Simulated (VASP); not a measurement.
Input of a VASP 6.6.1 run:

INCAR

```
SYSTEM = Al18H
  ALGO = Normal
  EDIFF = 1E-6
  EDIFFG = -0.03
  ENCUT = 520
  GGA = PS
  IBRION = 2
  ISIF = 2
  ISMEAR = 0
  KPAR = 4
  LASPH = .True.
  LCHARG = .False.
  LREAL = Auto
  LWAVE = .False.
  NELM = 60
  NSW = 80
  PREC = Accurate
  SIGMA = 0.1
```

KPOINTS

```
k-points
0
Gamma
  4 3 1
  0 0 0
```

The input POSCAR:

```
Al18H
1.0
    5.7275650000      0.0000000000      0.0000000000
    4.2956740000      7.4403250000      0.0000000000
    0.0000000000      0.0000000000     16.6765370000
Al H
18 1
Selective dynamics
Direct
    0.1666667000      0.1111111000      0.0599645000  F F F
    0.6666667000      0.1111111000      0.0599645000  F F F
    0.1666667000      0.4444444000      0.0599645000  F F F
    0.6666667000      0.4444444000      0.0599645000  F F F
    0.1666667000      0.7777778000      0.0599645000  F F F
    0.6666667000      0.7777778000      0.0599645000  F F F
   -0.1666667000      0.2222222000      0.2001776000  T T T
    0.3333333000      0.2222222000      0.2001776000  T T T
   -0.1666667000      0.5555556000      0.2001776000  T T T
    0.3333333000      0.5555556000      0.2001776000  T T T
   -0.1666667000      0.8888889000      0.2001776000  T T T
    0.3333333000      0.8888889000      0.2001776000  T T T
    0.0000000000      0.0000000000      0.3403906000  T T T
    0.5000000000      0.0000000000      0.3403906000  T T T
    0.0000000000      0.3333333000      0.3403906000  T T T
    0.5000000000      0.3333333000      0.3403906000  T T T
    0.0000000000      0.6666667000      0.3403906000  T T T
    0.5000000000      0.6666667000      0.3403906000  T T T
    0.7321676000      0.6837262000      0.3811665000  T T T
```

Potentials or basis: VASP PAW PBE potentials, release 64 (Al, H).

The run is started by

```console
$ cat potpaw_PBE.64/Al/POTCAR potpaw_PBE.64/H/POTCAR > POTCAR
$ mpirun -np 4 vasp_std > vasp.out
```

Task: What does it give for the band gap on the k mesh?

Result: Zero (an odd number of electrons rules out a gap without spin polarisation).

Task: Estimate the energy gained by relaxing.

Result: 29.0 meV/atom.

The path:
| step | energy change (eV) | largest force on free atoms (eV/Å) | pressure (GPa) |
| --- | --- | --- | --- |
| 1 | 0.0000 | 2.2358 | -1.20 |
| 2 | -0.3322 | 0.6443 | -1.31 |
| 3 | -0.3584 | 0.4034 | -1.31 |
| 4 | -0.3584 | 0.3955 | -1.31 |
| 5 | -0.3869 | 0.3231 | -1.30 |
| 6 | -0.4353 | 0.2024 | -1.27 |
| 7 | -0.4388 | 0.1997 | -1.25 |
| 8 | -0.4542 | 0.1714 | -1.23 |
| 9 | -0.4684 | 0.1661 | -1.19 |
| 10 | -0.4765 | 0.1514 | -1.16 |
| 11 | -0.4802 | 0.1362 | -1.13 |
| 12 | -0.4878 | 0.1332 | -1.11 |
| 13 | -0.4982 | 0.1362 | -1.06 |
| 14 | -0.4993 | 0.1659 | -1.04 |
| 15 | -0.5032 | 0.1616 | -1.03 |
| 16 | -0.5137 | 0.1529 | -1.01 |
| 17 | -0.5237 | 0.1674 | -0.96 |
| 18 | -0.5332 | 0.1083 | -0.97 |
| 19 | -0.5371 | 0.0981 | -0.97 |
| 20 | -0.5421 | 0.0813 | -0.98 |
| 21 | -0.5458 | 0.0817 | -1.01 |
| 22 | -0.5487 | 0.0343 | -1.03 |
| 23 | -0.5489 | 0.0482 | -1.04 |
| 24 | -0.5502 | 0.0349 | -1.05 |
| 25 | -0.5506 | 0.0400 | -1.07 |
| 26 | -0.5507 | 0.0393 | -1.06 |
| 27 | -0.5513 | 0.0174 | -1.07 |

Caveat: there is no dipole correction, which matters where the two faces differ; the PAW data sets were made with another functional, which shifts forces and pressure a little.
